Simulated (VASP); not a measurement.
# Si (Ia-3) in VASP: notebook

Si is run at these levels: PBE; tasks: single point, relaxation of the atoms.

Program: VASP 6.6.1. These are calculated values, not measurements. Logs are shortened: lines on timing, memory, paths and dates and some standing lists are left out, and cuts for length are marked.

### 1 The cell of the first run

Symmetry: Ia-3, No. 206, cubic system. Conventional cell: a = 6.636 Å, b = 6.636 Å, c = 6.636 Å, α = 90.00°, β = 90.00°, γ = 90.00°. Within 3.1 Å of Si (site symmetry 3) lie 4 Si at 2.34 to 2.39 Å.

### 2 Single point, PBE

File INCAR:

```
PREC = Accurate
ENCUT = 520
EDIFF = 1E-7
ISMEAR = -1
SIGMA = 0.05
LREAL = F
LASPH = T
NELM = 100
ALGO = Normal
ISIF = 2
LWAVE = F
LCHARG = F
GGA = PE
NBANDS = 26
```

File KPOINTS:

```
Automatic mesh
0
Gamma
  6 6 6
```

File POSCAR:

```
Si
1.0
   -3.3180000000      3.3180000000      3.3180000000
    3.3180000000     -3.3180000000      3.3180000000
    3.3180000000      3.3180000000     -3.3180000000
Si
8
Direct
    0.2031585433      0.2031585433      0.2031585433
    0.5000000000      0.0000000000      0.2968414567
    0.2968414567      0.5000000000      0.0000000000
    0.0000000000      0.2968414567      0.5000000000
    0.7968414567      0.7968414567      0.7968414567
    0.5000000000      0.0000000000      0.7031585433
    0.7031585433      0.5000000000      0.0000000000
    0.0000000000      0.7031585433      0.5000000000
```

Potentials or basis: VASP PAW PBE potentials, release 64 (Si).

Launch:

```bash
> cat potpaw_PBE.64/Si/POTCAR > POTCAR
> mpirun -np 1 vasp_std > vasp.out
```

OUTCAR:

```text
PREC = Accurate
   ENCUT = 520
   EDIFF = 1E-7
   ISMEAR = -1
   LREAL = F
   LASPH = T
   NELM = 100
   ISIF = 2
   GGA = PE

 ion  position               nearest neighbor table
   1  0.203  0.203  0.203-   5 2.34   3 2.39   4 2.39   2 2.39
   2  0.500  0.000  0.297-   6 2.34   1 2.39   3 2.39   4 2.39
   3  0.297  0.500  0.000-   7 2.34   2 2.39   1 2.39   4 2.39
   4  0.000  0.297  0.500-   8 2.34   3 2.39   1 2.39   2 2.39
   5  0.797  0.797  0.797-   1 2.34   6 2.39   7 2.39   8 2.39
   6  0.500  0.000  0.703-   2 2.34   5 2.39   7 2.39   8 2.39
   7  0.703  0.500  0.000-   3 2.34   5 2.39   8 2.39   6 2.39
   8  0.000  0.703  0.500-   4 2.34   5 2.39   7 2.39   6 2.39

  LATTYP: Found a body centered cubic cell.
 ALAT       =     6.6360000000

  Lattice vectors:

 A1 = (  -3.3180000000,   3.3180000000,   3.3180000000)
 A2 = (   3.3180000000,  -3.3180000000,   3.3180000000)
 A3 = (   3.3180000000,   3.3180000000,  -3.3180000000)

Analysis of symmetry for initial positions (statically):
=====================================================================
 Subroutine PRICEL returns:
 Original cell was already a primitive cell.

 Routine SETGRP: Setting up the symmetry group for a
 body centered cubic supercell.

 Subroutine GETGRP returns: Found 24 space group operations
 (whereof  6 operations were pure point group operations)
 out of a pool of 48 trial point group operations.

The static configuration has the point symmetry S_6 .
 The point group associated with its full space group is T_h .

Analysis of symmetry for dynamics (positions and initial velocities):
=====================================================================
 Subroutine PRICEL returns:
 Original cell was already a primitive cell.

 Routine SETGRP: Setting up the symmetry group for a
 body centered cubic supercell.

 Subroutine GETGRP returns: Found 24 space group operations
 (whereof  6 operations were pure point group operations)
 out of a pool of 48 trial point group operations.

The dynamic configuration has the point symmetry S_6 .
 The point group associated with its full space group is T_h .

 Subroutine INISYM returns: Found 24 space group operations
 (whereof  6 operations are pure point group operations),
 and found     1 'primitive' translations

----------------------------------------------------------------------------------------

                                     Primitive cell

  volume of cell :     146.1131

  direct lattice vectors                    reciprocal lattice vectors
    -3.318000000  3.318000000  3.318000000     0.000000000  0.150693189  0.150693189
     3.318000000 -3.318000000  3.318000000     0.150693189  0.000000000  0.150693189
     3.318000000  3.318000000 -3.318000000     0.150693189  0.150693189  0.000000000

  length of vectors
     5.746944580  5.746944580  5.746944580     0.213112351  0.213112351  0.213112351

  position of ions in fractional coordinates (direct lattice)
     0.203158543  0.203158543  0.203158543
     0.500000000  0.000000000  0.296841457
     0.296841457  0.500000000  0.000000000
     0.000000000  0.296841457  0.500000000
     0.796841457  0.796841457  0.796841457
     0.500000000  0.000000000  0.703158543
     0.703158543  0.500000000  0.000000000
     0.000000000  0.703158543  0.500000000

  ion indices of the primitive-cell ions
   primitive index   ion index
                 1           1
                 2           2
                 3           3
                 4           4
                 5           5
                 6           6
                 7           7
                 8           8

----------------------------------------------------------------------------------------

 KPOINTS: Automatic mesh

Automatic generation of k-mesh.
 Grid dimensions read from file:
 generate k-points for:    6    6    6

 Generating k-lattice:

  Cartesian coordinates                     Fractional coordinates (reciprocal lattice)
     0.000000000  0.025115531  0.025115531     0.166666667  0.000000000  0.000000000
     0.025115531  0.000000000  0.025115531     0.000000000  0.166666667  0.000000000
     0.025115531  0.025115531  0.000000000     0.000000000  0.000000000  0.166666667

  Length of vectors
     0.035518725  0.035518725  0.035518725

  Shift w.r.t. Gamma in fractional coordinates (k-lattice)
     0.000000000  0.000000000  0.000000000

 Subroutine IBZKPT returns following result:
 ===========================================

 Found     18 irreducible k-points:

 Following reciprocal coordinates:
            Coordinates               Weight
  0.000000  0.000000  0.000000      1.000000
  0.166667  0.000000  0.000000     12.000000
  0.333333  0.000000  0.000000     12.000000
  0.500000  0.000000  0.000000      6.000000
  0.166667  0.166667  0.000000     24.000000
  0.333333  0.166667  0.000000     24.000000
[... 10 lines left out ...]
  0.500000  0.500000  0.333333     12.000000
  0.500000  0.500000  0.500000      1.000000
   k-points           NKPTS =     18   k-points in BZ     NKDIM =     18   number of bands    NBANDS=     26
   number of dos      NEDOS =    301   number of ions     NIONS =      8
   total plane-waves  NPLWV = 110592
   dimension x,y,z NGX =    48 NGY =   48 NGZ =   48
   dimension x,y,z NGXF=    96 NGYF=   96 NGZF=   96
   ions per type =               8
   NGX,Y,Z   is equivalent  to a cutoff of  13.89, 13.89, 13.89 a.u.
   NGXF,Y,Z  is equivalent  to a cutoff of  27.77, 27.77, 27.77 a.u.
 SYSTEM =  unknown system
   PREC   = accura    normal or accurate (medium, high low for compatibility)
   ISTART =      0    job   : 0-new  1-cont  2-samecut
   ICHARG =      2    charge: 1-file 2-atom 10-const
   ISPIN  =      1    spin polarized calculation?
   LNONCOLLINEAR =      F non collinear calculations
   LSORBIT =      F    spin-orbit coupling
   LASPH  =      T    aspherical Exc in radial PAW
   ENCUT  =  520.0 eV  38.22 Ry    6.18 a.u.  10.69 10.69 10.69*2*pi/ulx,y,z
   NELM   =    100;   NELMIN=  2; NELMDL= -5     # of ELM steps
   EDIFF  = 0.1E-06   stopping-criterion for ELM
   LREAL  =      F    real-space projection
   EDIFFG = 0.1E-05   stopping-criterion for IOM
   NSW    =      0    number of steps for IOM
   IBRION =     -1    ionic relax: 0-MD 1-quasi-New 2-CG
   NFREE  =      0    steps in history (QN), initial steepest desc. (CG)
   ISIF   =      2    stress and relaxation
   ISYM   =      2    0-nonsym 1-usesym 2-fastsym
   POTIM  = 0.5000    time-step for ionic-motion
   TEBEG  =    0.0;   TEEND  =   0.0 temperature during run
   PSTRESS=    0.0 pullay stress
   NELECT =      32.0000    total number of electrons
   NUPDOWN=      -1.0000    fix difference up-down
   EMIN   =  10.00;   EMAX   =-10.00  energy-range for DOS
   EFERMI =   0.00;   METHOD = LEGACY
   ISMEAR =    -1;   SIGMA  =   0.05  broadening in eV -4-tet -1-fermi 0-gaus
   EFERMI_NEDOS =   21; number of points for ismear=-14 and -15
   IALGO  =     38    algorithm
   IMIX   =      4    mixing-type and parameters
     AMIX     =   0.40;   BMIX     =  1.00
     AMIX_MAG =   1.60;   BMIX_MAG =  1.00
  volume/ion in A,a.u.               =      18.26       123.25
  Fermi-wavevector in a.u.,A,eV,Ry     =   0.986798  1.864779 13.248960  0.973771
  Thomas-Fermi vector in A             =   2.118206
   LORBIT       =      0    0 simple, 1 ext, 2 COOP (PROOUT), +10 PAW based schemes
   GGA     = PE    functional components
   LHFCALC =     F    Hartree Fock is set to
   AEXX    =    0.0000 exact exchange contribution
   IVDW    =     0    specifies the selected vdW correction
   LEPSILON=     F    determine dielectric tensor
   LRPA    =     F    only Hartree local field effects (RPA)
 non-spin polarized calculation
  energy-cutoff  :      520.00
  volume of cell :      146.11
 maximum number of plane-waves:      3997
 NGX is ok and might be reduce to    48
   NGX = 21   NGY = 21   NGZ = 21

 number of electron      32.0000000 magnetization

 Free energy of the ion-electron system (eV)
  ---------------------------------------------------
  ext. energy  EPLUGINS =         0.00000000
  ---------------------------------------------------
  free energy    TOTEN  =       -42.13038848 eV

  energy without entropy =      -42.12542163  energy(sigma->0) =      -42.12790506

 E-fermi :   7.1323     XC(G=0):  -9.9673

 val. band max:        6.9514971394   @ k =   0.5000   0.5000   0.3333
 cond. band min:       7.2272866184   @ k =   0.5000   0.5000   0.3333
 fundamental gap:      0.2757894790
 Fermi energy:         7.1322732129

 k-point     1 :       0.0000    0.0000    0.0000
  band No.  band energies     occupation
      1      -5.5782      2.00000
      2      -1.2226      2.00000
      3      -0.8629      2.00000
      4      -0.8629      2.00000
      5      -0.8629      2.00000
      6       0.6705      2.00000
[... 18 lines left out ...]
     25      12.5128      0.00000
     26      12.9628      0.00000

 k-point     2 :       0.1667    0.0000    0.0000
  band No.  band energies     occupation
      1      -5.4080      2.00000
      2      -1.7905      2.00000
      3      -1.3925      2.00000
      4      -1.2176      2.00000
      5      -0.5842      2.00000
      6       0.4294      2.00000
[... 18 lines left out ...]
     25      12.3230      0.00000
     26      12.4687      0.00000

 k-point     3 :       0.3333    0.0000    0.0000
  band No.  band energies     occupation
      1      -4.9020      2.00000
      2      -2.9803      2.00000
      3      -1.7646      2.00000
      4      -1.6556      2.00000
      5      -0.3702      2.00000
      6       0.0466      2.00000
[... 18 lines left out ...]
     25      11.6714      0.00000
     26      12.0072      0.00000

 k-point     4 :       0.5000    0.0000    0.0000
  band No.  band energies     occupation
      1      -4.0772      2.00000
      2      -4.0772      2.00000
      3      -1.8510      2.00000
      4      -1.8510      2.00000
      5      -0.2147      2.00000
      6      -0.2147      2.00000
[... 18 lines left out ...]
     25      11.7391      0.00000
     26      11.7391      0.00000

 k-point     5 :       0.1667    0.1667    0.0000
  band No.  band energies     occupation
      1      -5.0699      2.00000
      2      -2.3318      2.00000
      3      -2.2327      2.00000
      4      -1.5331      2.00000
      5      -0.2807      2.00000
      6       0.3965      2.00000
[... 18 lines left out ...]
     25      11.7430      0.00000
     26      12.1212      0.00000

 k-point     6 :       0.3333    0.1667    0.0000
  band No.  band energies     occupation
      1      -4.4044      2.00000
      2      -3.4411      2.00000
      3      -2.5797      2.00000
      4      -1.7539      2.00000
      5       0.0318      2.00000
      6       0.1932      2.00000
[... 253 lines left out ...]
 k-point    15 :      -0.3333    0.5000    0.1667
  band No.  band energies     occupation
      1      -4.0902      2.00000
      2      -3.2071      2.00000
      3      -3.1750      2.00000
      4      -1.2535      2.00000
      5      -0.7845      2.00000
      6      -0.2429      2.00000
[... 18 lines left out ...]
     25      11.1493      0.00000
     26      11.3202      0.00000

 k-point    16 :      -0.3333    0.3333    0.3333
  band No.  band energies     occupation
      1      -4.2556      2.00000
      2      -2.8532      2.00000
      3      -2.8266      2.00000
      4      -1.5124      2.00000
      5      -1.4927      2.00000
      6      -0.2528      2.00000
[... 18 lines left out ...]
     25      11.1292      0.00000
     26      11.5136      0.00000

 k-point    17 :       0.5000    0.5000    0.3333
  band No.  band energies     occupation
      1      -3.5131      2.00000
      2      -3.5109      2.00000
      3      -2.9968      2.00000
      4      -1.6365      2.00000
      5      -1.1468      2.00000
      6      -1.1440      2.00000
[... 18 lines left out ...]
     25      11.0103      0.00000
     26      11.1011      0.00000

 k-point    18 :       0.5000    0.5000    0.5000
  band No.  band energies     occupation
      1      -3.1560      2.00000
      2      -3.1560      2.00000
      3      -3.1560      2.00000
      4      -1.7554      2.00000
      5      -1.7554      2.00000
      6      -1.7554      2.00000
[... 18 lines left out ...]
     25      10.8285      0.00000
     26      10.8285      0.00000

------------------------ aborting loop because EDIFF is reached ----------------------------------------

  FORCE on cell =-STRESS in cart. coord.  units (eV):
  Direction    XX          YY          ZZ          XY          YZ          ZX
  --------------------------------------------------------------------------------------
  -------------------------------------------------------------------------------------
  Total        0.7916607      0.7916607      0.7916607      0.0000000     -0.0000000      0.0000000
  in kB        8.6808160      8.6808160      8.6808160      0.0000000     -0.0000000      0.0000000
  external PRESSURE =       8.6808160 kB  Pullay stress =       0.0000000 kB

 VOLUME and BASIS-vectors are now :
 -----------------------------------------------------------------------------
  energy-cutoff  :      520.00
  volume of cell :      146.11
      direct lattice vectors                 reciprocal lattice vectors
    -3.318000000  3.318000000  3.318000000     0.000000000  0.150693189  0.150693189
     3.318000000 -3.318000000  3.318000000     0.150693189  0.000000000  0.150693189
     3.318000000  3.318000000 -3.318000000     0.150693189  0.150693189  0.000000000

 POSITION                                       TOTAL-FORCE (eV/Angst)
 -----------------------------------------------------------------------------------
      0.67408      0.67408      0.67408         0.001833      0.001833      0.001833
     -0.67408      2.64392      0.67408        -0.001833     -0.001833      0.001833
      0.67408     -0.67408      2.64392         0.001833     -0.001833     -0.001833
      2.64392      0.67408     -0.67408        -0.001833      0.001833     -0.001833
      2.64392      2.64392      2.64392        -0.001833     -0.001833     -0.001833
      0.67408      3.99208     -0.67408         0.001833      0.001833     -0.001833
     -0.67408      0.67408      3.99208        -0.001833      0.001833      0.001833
      3.99208     -0.67408      0.67408         0.001833     -0.001833      0.001833
 -----------------------------------------------------------------------------------
    total drift:                               -0.000000      0.000000     -0.000000

  FREE ENERGIE OF THE ION-ELECTRON SYSTEM (eV)
  ---------------------------------------------------
  free  energy   TOTEN  =       -42.1303884821 eV

  energy  without entropy=      -42.1254216323  energy(sigma->0) =      -42.12790506
```

Run time: 44 s. Hardware: 1 thread of Intel Xeon 6975P-C (Granite Rapids), shared host; peak memory 0.31 GiB.

Results:

| Quantity | Value |
| --- | --- |
| Free energy | -42.1304 eV |
| Pressure | 0.9 GPa |
| Largest force | 0.003 eV/Å |
| Band gap on the k mesh | zero (bands 16 and 17 overlap by 0.06 eV) |

Forces in eV/Å, atoms in the order of the input:
```
Si   0.002  0.002  0.002
Si  -0.002 -0.002  0.002
Si   0.002 -0.002 -0.002
Si  -0.002  0.002 -0.002
Si  -0.002 -0.002 -0.002
Si   0.002  0.002 -0.002
Si  -0.002  0.002  0.002
Si   0.002 -0.002  0.002
```

Caveat: semilocal functionals underestimate gaps, so a narrow gap can read as zero.

### 3 Relaxation of the atoms, PBE

INCAR: that of step 2 with these lines changed.

```diff
@@ -7,3 +7,3 @@
 LASPH = T
-NELM = 100
+NELM = 60
 ALGO = Normal
@@ -13,2 +13,4 @@
 GGA = PE
-NBANDS = 26
+IBRION = 2
+NSW = 80
+EDIFFG = -0.02
```

File KPOINTS:

```
regular mesh
0
Gamma
  6 6 6
```

File POSCAR:

```
Si
1.0
   -3.3180000000      3.3180000000      3.3180000000
    3.3180000000     -3.3180000000      3.3180000000
    3.3180000000      3.3180000000     -3.3180000000
Si
8
Direct
    0.2006000000      0.2006000000      0.2006000000
    0.5000000000      0.0000000000      0.2994000000
    0.2994000000      0.5000000000      0.0000000000
    0.0000000000      0.2994000000      0.5000000000
    0.7994000000      0.7994000000      0.7994000000
    0.5000000000      0.0000000000      0.7006000000
    0.7006000000      0.5000000000      0.0000000000
    0.0000000000      0.7006000000      0.5000000000
```

Potentials or basis: VASP PAW PBE potentials, release 64 (Si).

Launch:

```bash
> cat potpaw_PBE.64/Si/POTCAR > POTCAR
> mpirun -np 1 vasp_std > vasp.out
```

It took 100 s on 1 thread of Intel Xeon Platinum 8488C (Sapphire Rapids), shared host; peak memory 0.32 GiB.

Results (log left out):

```yaml
Free_energy: -42.1304 eV
Energy_gained_by_relaxing: 1.9 meV/atom
Ionic_steps: 3
Pressure_after_relaxing: 0.9 GPa
Band_gap_on_the_k_mesh: zero (bands 16 and 17 overlap by 0.06 eV)
```

Step by step:
```csv
step,energy change (eV),largest force (eV/Å),pressure (GPa)
1,0.0000,0.2633,1.48
2,-0.0149,0.0362,0.95
3,-0.0152,0.0003,0.86
```

Final structure:
```xyz
8
Lattice="-3.3180 3.3180 3.3180 3.3180 -3.3180 3.3180 3.3180 3.3180 -3.3180" Properties=species:S:1:pos:R:3 pbc="T T T"
Si    0.6742    0.6742    0.6742
Si   -0.6742    2.6438    0.6742
Si    0.6742   -0.6742    2.6438
Si    2.6438    0.6742   -0.6742
Si    2.6438    2.6438    2.6438
Si    0.6742    3.9922   -0.6742
Si   -0.6742    0.6742    3.9922
Si    3.9922   -0.6742    0.6742
```

Levels at points of the mesh, in eV from the Fermi level:
```csv
k point,band 14,band 15,band 16,band 17,band 18,band 19
"(0.00, 0.00, 0.00)",-1.47,-1.47,-0.86,1.68,1.68,1.68
"(0.50, 0.00, 0.00)",-2.16,-1.33,-1.33,0.39,0.39,2.02
"(0.50, 0.50, 0.50)",-0.60,0.16,0.16,0.16,2.80,2.87
```

Caveat: semilocal functionals underestimate gaps, so a narrow gap can read as zero.
